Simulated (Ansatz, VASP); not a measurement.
**La2Hf2O: VASP beside Ansatz**

```xyz
5
Lattice="-2.3115 2.3115 6.6069 2.3115 -2.3115 6.6069 2.3115 2.3115 -6.6069" Properties=species:S:1:pos:R:3 pbc="T T T"
La    0.0000    2.3115    0.0000
La    2.3115    0.0000    0.0000
Hf    0.0000    2.3115    3.3035
Hf    2.3115    0.0000    3.3035
O     0.0000    0.0000    6.6069
```

Alike in both runs: functional PBE; k mesh 12 × 12 × 12; occupations gaussian, width 0.1 eV; no spin polarisation.

Ansatz relaxed the structure, and its values are those at the end. VASP's run is a single point on that final structure, the one shown.

|  | VASP | Ansatz |
| --- | --- | --- |
| version | VASP 6.6.1 | Ansatz 0.2.0 |
| potentials or method | VASP PAW PBE potentials, release 64 (La, Hf_pv, O), cutoff 520 eV | scalar-relativistic, plane waves, PAW |
| valence electrons in the cell | 48 | 80 |

Ansatz gave:

```
gap on the k mesh at the Fermi level (eV) : none
pressure (GPa)                            : 0.0
```

What did VASP give for the same quantities?

gap on the k mesh at the Fermi level (eV): none; pressure (GPa): -0.1.

A gap of «none» marks a metal or a gap that the smearing closes. VASP's potentials hold 48 valence electrons a cell and Ansatz's 80, so a difference there can come from the potentials and not from the codes.

Spin-orbit coupling is off throughout.
